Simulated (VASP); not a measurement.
# Ti (P6/mmm) in VASP: further runs

The runs below take Ti through relaxation of cell and atoms, with PBEsol.

All numbers are computed with VASP 6.6.1; they aren't measurements. Logs are shortened: lines on timing, memory, paths and dates and some standing lists are left out, and cuts for length are marked.

### 1 The cell of the first run

It takes space group P6/mmm (No. 191, hexagonal). Conventional cell: a = 4.567 Å, b = 4.567 Å, c = 2.826 Å, α = 90.00°, β = 90.00°, γ = 120.00°. Within 3.5 Å of Ti (site symmetry -6m2) lie 11 Ti at 2.64 to 2.99 Å. Within 3.7 Å of Ti (site symmetry 6/mmm) lie 14 Ti at 2.83 to 2.99 Å.

This isn't the form of Ti at room conditions, which is hcp.

### 2 Relaxation of cell and atoms, PBEsol

File INCAR:

```
ALGO = Normal
EDIFF = 1E-6
EDIFFG = -0.01
ENCUT = 600
GGA = PS
IBRION = 2
ISIF = 3
ISMEAR = -1
LASPH = T
LCHARG = F
LREAL = F
LWAVE = F
NELM = 60
NSW = 60
PREC = Accurate
SIGMA = 0.05
```

File KPOINTS:

```
k-points
0
Gamma
  7 7 9
```

File POSCAR:

```
Ti
1.0
    4.5673748306      0.0000000000      0.0000000000
   -2.2836874153      3.9554626319      0.0000000000
    0.0000000000      0.0000000000      2.8262442700
Ti
3
Direct
    0.6666666667      0.3333333333      0.5000000000
    0.3333333333      0.6666666667      0.5000000000
    0.0000000000      0.0000000000      0.0000000000
```

Potentials or basis: VASP PAW PBE potentials, release 64 (Ti_sv).

Run with:

```sh
$ cat potpaw_PBE.64/Ti_sv/POTCAR > POTCAR
$ mpirun -np 1 vasp_std > vasp.out
```

OUTCAR:

```text
EDIFF = 1E-6
   EDIFFG = -0.01
   ENCUT = 600
   GGA = PS
   IBRION = 2
   ISIF = 3
   ISMEAR = -1
   LASPH = T
   LREAL = F
   NELM = 60
   NSW = 60
   PREC = Accurate

 ion  position               nearest neighbor table
   1  0.667  0.333  0.500-   2 2.64   2 2.64   2 2.64
   2  0.333  0.667  0.500-   1 2.64   1 2.64   1 2.64
   3  0.000  0.000  0.000-

  LATTYP: Found a hexagonal cell.
 ALAT       =     4.5673748306
 C/A-ratio  =     0.6187896494

  Lattice vectors:

 A1 = (   4.5673748306,   0.0000000000,   0.0000000000)
 A2 = (  -2.2836874153,   3.9554626319,   0.0000000000)
 A3 = (   0.0000000000,   0.0000000000,   2.8262442700)

Analysis of symmetry for initial positions (statically):
=====================================================================
 Subroutine PRICEL returns:
 Original cell was already a primitive cell.

 Routine SETGRP: Setting up the symmetry group for a
 hexagonal supercell.

 Subroutine GETGRP returns: Found 24 space group operations
 (whereof 24 operations were pure point group operations)
 out of a pool of 24 trial point group operations.

The static configuration has the point symmetry D_6h.

Analysis of symmetry for dynamics (positions and initial velocities):
=====================================================================
 Subroutine PRICEL returns:
 Original cell was already a primitive cell.

 Routine SETGRP: Setting up the symmetry group for a
 hexagonal supercell.

 Subroutine GETGRP returns: Found 24 space group operations
 (whereof 24 operations were pure point group operations)
 out of a pool of 24 trial point group operations.

The dynamic configuration has the point symmetry D_6h.

 Subroutine INISYM returns: Found 24 space group operations
 (whereof 24 operations are pure point group operations),
 and found     1 'primitive' translations

----------------------------------------------------------------------------------------

                                     Primitive cell

  volume of cell :      51.0592

  direct lattice vectors                    reciprocal lattice vectors
     4.567374831  0.000000000  0.000000000     0.218944150  0.126407464  0.000000000
    -2.283687415  3.955462632  0.000000000     0.000000000  0.252814928  0.000000000
     0.000000000  0.000000000  2.826244270     0.000000000  0.000000000  0.353826458

  length of vectors
     4.567374831  4.567374831  2.826244270     0.252814928  0.252814928  0.353826458

  position of ions in fractional coordinates (direct lattice)
     0.666666667  0.333333333  0.500000000
     0.333333333  0.666666667  0.500000000
     0.000000000  0.000000000  0.000000000

  ion indices of the primitive-cell ions
   primitive index   ion index
                 1           1
                 2           2
                 3           3

----------------------------------------------------------------------------------------

 KPOINTS: k-points

Automatic generation of k-mesh.
 Grid dimensions read from file:
 generate k-points for:    7    7    9

 Generating k-lattice:

  Cartesian coordinates                     Fractional coordinates (reciprocal lattice)
     0.031277736  0.018058209  0.000000000     0.142857143 -0.000000000  0.000000000
     0.000000000  0.036116418  0.000000000     0.000000000  0.142857143  0.000000000
     0.000000000  0.000000000  0.039314051     0.000000000  0.000000000  0.111111111

  Length of vectors
     0.036116418  0.036116418  0.039314051

  Shift w.r.t. Gamma in fractional coordinates (k-lattice)
     0.000000000  0.000000000  0.000000000

 Subroutine IBZKPT returns following result:
 ===========================================

 Found     40 irreducible k-points:

 Following reciprocal coordinates:
            Coordinates               Weight
  0.000000  0.000000  0.000000      1.000000
  0.142857  0.000000  0.000000      6.000000
  0.285714  0.000000  0.000000      6.000000
  0.428571  0.000000  0.000000      6.000000
  0.142857  0.142857  0.000000      6.000000
  0.285714  0.142857  0.000000     12.000000
[... 16 lines left out ...]
  0.428571  0.142857  0.222222     12.000000
  0.285714  0.285714  0.222222     12.000000
 [... further k-points ...]
   k-points           NKPTS =     40   k-points in BZ     NKDIM =     40   number of bands    NBANDS=     22
   number of dos      NEDOS =    301   number of ions     NIONS =      3
   total plane-waves  NPLWV =  31104
   dimension x,y,z NGX =    36 NGY =   36 NGZ =   24
   dimension x,y,z NGXF=    72 NGYF=   72 NGZF=   48
   ions per type =               3
   NGX,Y,Z   is equivalent  to a cutoff of  13.10, 13.10, 14.12 a.u.
   NGXF,Y,Z  is equivalent  to a cutoff of  26.21, 26.21, 28.23 a.u.
 SYSTEM =  unknown system
   PREC   = accura    normal or accurate (medium, high low for compatibility)
   ISTART =      0    job   : 0-new  1-cont  2-samecut
   ICHARG =      2    charge: 1-file 2-atom 10-const
   ISPIN  =      1    spin polarized calculation?
   LNONCOLLINEAR =      F non collinear calculations
   LSORBIT =      F    spin-orbit coupling
   LASPH  =      T    aspherical Exc in radial PAW
   ENCUT  =  600.0 eV  44.10 Ry    6.64 a.u.   9.12  9.12  5.64*2*pi/ulx,y,z
   NELM   =     60;   NELMIN=  2; NELMDL= -5     # of ELM steps
   EDIFF  = 0.1E-05   stopping-criterion for ELM
   LREAL  =      F    real-space projection
   EDIFFG = -.1E-01   stopping-criterion for IOM
   NSW    =     60    number of steps for IOM
   IBRION =      2    ionic relax: 0-MD 1-quasi-New 2-CG
   NFREE  =      1    steps in history (QN), initial steepest desc. (CG)
   ISIF   =      3    stress and relaxation
   ISYM   =      2    0-nonsym 1-usesym 2-fastsym
   POTIM  = 0.5000    time-step for ionic-motion
   TEBEG  =    0.0;   TEEND  =   0.0 temperature during run
   PSTRESS=    0.0 pullay stress
   NELECT =      36.0000    total number of electrons
   NUPDOWN=      -1.0000    fix difference up-down
   EMIN   =  10.00;   EMAX   =-10.00  energy-range for DOS
   EFERMI =   0.00;   METHOD = LEGACY
   ISMEAR =    -1;   SIGMA  =   0.05  broadening in eV -4-tet -1-fermi 0-gaus
   EFERMI_NEDOS =   21; number of points for ismear=-14 and -15
   IALGO  =     38    algorithm
   IMIX   =      4    mixing-type and parameters
     AMIX     =   0.40;   BMIX     =  1.00
     AMIX_MAG =   1.60;   BMIX_MAG =  1.00
  volume/ion in A,a.u.               =      17.02       114.85
  Fermi-wavevector in a.u.,A,eV,Ry     =   1.457084  2.753489 28.886426  2.123092
  Thomas-Fermi vector in A             =   2.573926
   LORBIT       =      0    0 simple, 1 ext, 2 COOP (PROOUT), +10 PAW based schemes
   GGA     = PS    functional components
   LHFCALC =     F    Hartree Fock is set to
   AEXX    =    0.0000 exact exchange contribution
   IVDW    =     0    specifies the selected vdW correction
   LEPSILON=     F    determine dielectric tensor
   LRPA    =     F    only Hartree local field effects (RPA)
 conjugate gradient relaxation of ions
 non-spin polarized calculation
  energy-cutoff  :      600.00
  volume of cell :       51.06
 maximum number of plane-waves:      1728
   NGX = 19   NGY = 19   NGZ = 11

--------------------------------------- Ionic step        1  -------------------------------------------

 number of electron      35.9999989 magnetization

 Free energy of the ion-electron system (eV)
  ---------------------------------------------------
  ext. energy  EPLUGINS =         0.00000000
  ---------------------------------------------------
  free energy    TOTEN  =       -25.04953546 eV

  energy without entropy =      -25.02719998  energy(sigma->0) =      -25.03836772

------------------------ aborting loop because EDIFF is reached ----------------------------------------

  FORCE on cell =-STRESS in cart. coord.  units (eV):
  Direction    XX          YY          ZZ          XY          YZ          ZX
  --------------------------------------------------------------------------------------
  -------------------------------------------------------------------------------------
  Total       -1.2494971     -1.2494971     -1.2199448      0.0000000      0.0000000      0.0000000
  in kB      -39.2077759    -39.2077759    -38.2804590      0.0000000      0.0000000      0.0000000
  external PRESSURE =     -38.8986703 kB  Pullay stress =       0.0000000 kB
[... 170 lines left out ...]
  energy  without entropy=      -25.0494993792  energy(sigma->0) =      -25.06065045

--------------------------------------- Ionic step        6  -------------------------------------------

 number of electron      36.0000008 magnetization

 Free energy of the ion-electron system (eV)
  ---------------------------------------------------
  ext. energy  EPLUGINS =         0.00000000
  ---------------------------------------------------
  free energy    TOTEN  =       -25.07180206 eV

  energy without entropy =      -25.04949549  energy(sigma->0) =      -25.06064878

 E-fermi :   8.6802     XC(G=0): -11.8990

 val. band max:        8.6694291148   @ k =   0.4286   0.1429   0.3333
 cond. band min:       8.7122134854   @ k =   0.4286   0.1429   0.2222
 fundamental gap:      0.0427843706
 Fermi energy:         8.6802070548

 k-point     1 :       0.0000    0.0000    0.0000
  band No.  band energies     occupation
      1     -47.8928      2.00000
      2     -47.6351      2.00000
      3     -47.4455      2.00000
      4     -24.3240      2.00000
      5     -24.3240      2.00000
      6     -24.2440      2.00000
[... 574 lines left out ...]
      6     -24.2747      2.00000
[... 14 lines left out ...]
     21       9.4734      0.00000
     22       9.7298      0.00000

 [... further k-points ...]

------------------------ aborting loop because EDIFF is reached ----------------------------------------

  FORCE on cell =-STRESS in cart. coord.  units (eV):
  Direction    XX          YY          ZZ          XY          YZ          ZX
  --------------------------------------------------------------------------------------
  -------------------------------------------------------------------------------------
  Total       -0.0239468     -0.0239468     -0.0263207      0.0000000      0.0000000      0.0000000
  in kB       -0.7777902     -0.7777902     -0.8548957      0.0000000      0.0000000      0.0000000
  external PRESSURE =      -0.8034920 kB  Pullay stress =       0.0000000 kB
[... 18 lines left out ...]
  FREE ENERGIE OF THE ION-ELECTRON SYSTEM (eV)
  ---------------------------------------------------
  free  energy   TOTEN  =       -25.0718020594 eV

  energy  without entropy=      -25.0494954911  energy(sigma->0) =      -25.06064878

 reached required accuracy - stopping structural energy minimisation
```

Wall time 3.5 min (1 thread of Intel Xeon Platinum 8259CL at 2.50GHz (Skylake/Cascade Lake), shared host); peak memory 0.2 GiB.

Results:

```
Free energy                           : -25.0718 eV
Relaxed volume                        : 16.44 Å³/atom
Relaxed cell                          : a = 4.513 Å, b = 4.513 Å, c = 2.797 Å, α = 90.00°, β = 90.00°, γ = 120.00°
Space group after relaxing (to 0.1 Å) : P6/mmm (No. 191)
Energy gained by relaxing             : 7.4 meV/atom
Ionic steps                           : 6
Pressure after relaxing               : -0.1 GPa
Band gap on the k mesh                : zero (bands 18 and 19 overlap by 0.30 eV)
```

The path:
| step | energy change (eV) | largest force (eV/Å) | pressure (GPa) | volume (Å³) |
| --- | --- | --- | --- | --- |
| 1 | 0.0000 | 0.0000 | -3.89 | 51.06 |
| 2 | -0.0103 | 0.0000 | 3.14 | 48.07 |
| 3 | -0.0222 | 0.0000 | 0.02 | 49.30 |
| 4 | -0.0222 | 0.0000 | -0.06 | 49.33 |
| 5 | -0.0223 | 0.0000 | -0.09 | 49.33 |
| 6 | -0.0223 | 0.0000 | -0.08 | 49.33 |

Final structure:
```
Ti
1.0
     4.51271    0.00000    0.00000
    -2.25636    3.90813    0.00000
     0.00000    0.00000    2.79698
Ti
3
Direct
  0.66667 0.33333 0.50000
  0.33333 0.66667 0.50000
  0.00000 0.00000 0.00000
```

Caveat: the PAW data sets were made with another functional, which shifts forces and pressure a little.

### 3 Relaxation of cell and atoms, PBEsol, target pressure 2 GPa, at which the enthalpy is minimised

File INCAR:

```
SYSTEM = Ti
PREC = Accurate ; ENCUT = 600
EDIFF = 1E-7 ; ISMEAR = -1
SIGMA = 0.05 ; LREAL = .FALSE.
LASPH = .TRUE. ; NELM = 100
ALGO = Normal ; ISIF = 3
LWAVE = .FALSE. ; LCHARG = .FALSE.
GGA = PS ; IBRION = 2
NSW = 60 ; EDIFFG = -0.01
PSTRESS = 20.0
```

File KPOINTS:

```
Automatic mesh
0
G
  7 7 9
  0 0 0
```

POSCAR is that of step 2.

Potentials or basis: VASP PAW PBE potentials, release 64 (Ti_sv).

Run with:

```sh
$ cat potpaw_PBE.64/Ti_sv/POTCAR > POTCAR
$ mpirun -np 1 vasp_std > vasp.out
```

It took 3.7 min on 1 thread of Intel Xeon Platinum 8259CL at 2.50GHz (Skylake/Cascade Lake), shared host; peak memory 0.2 GiB.

Results (log left out):

```yaml
Free_energy: -25.0672 eV
Relaxed_volume: 16.18 Å³/atom
Relaxed_cell: a = 4.488 Å, b = 4.488 Å, c = 2.782 Å, α = 90.00°, β = 90.00°, γ = 120.00°
Space_group_after_relaxing_to_0.1_Å: P6/mmm (No. 191)
Energy_change_on_relaxing_the_run_minimises_the_enthalpy: -5.9 meV/atom
Ionic_steps: 5
Pressure_after_relaxing: 1.9 GPa
Band_gap_on_the_k_mesh: zero (bands 18 and 19 overlap by 0.31 eV)
```

Step by step:
| step | energy change (eV) | largest force (eV/Å) | pressure (GPa) | volume (Å³) |
| --- | --- | --- | --- | --- |
| 1 | 0.0000 | 0.0000 | -3.92 | 51.06 |
| 2 | 0.0399 | 0.0000 | 7.58 | 46.55 |
| 3 | -0.0174 | 0.0000 | 1.99 | 48.51 |
| 4 | -0.0168 | 0.0000 | 2.10 | 48.46 |
| 5 | -0.0177 | 0.0000 | 1.94 | 48.53 |

Final structure:
```yaml
crystal:
  lattice:
    - [4.48760, 0.00000, 0.00000]
    - [-2.24380, 3.88638, 0.00000]
    - [0.00000, 0.00000, 2.78242]
  atoms:
    - { symbol: Ti, position: [0.66667, 0.33333, 0.50000] }
    - { symbol: Ti, position: [0.33333, 0.66667, 0.50000] }
    - { symbol: Ti, position: [0.00000, 0.00000, 0.00000] }
```

Levels at points of the mesh, in eV from the Fermi level:
```tsv
k point	band 14	band 15	band 16	band 17	band 18	band 19	band 20	band 21	band 22
(0.00, 0.00, 0.00)	-2.11	-0.71	-0.71	-0.62	-0.62	-0.01	0.72	1.36	1.36
```

Caveat: the cell is relaxed towards a set pressure, so the run minimises the enthalpy, not the energy; the PAW data sets were made with another functional, which shifts forces and pressure a little.

(Part 1 of 2 ends here.)
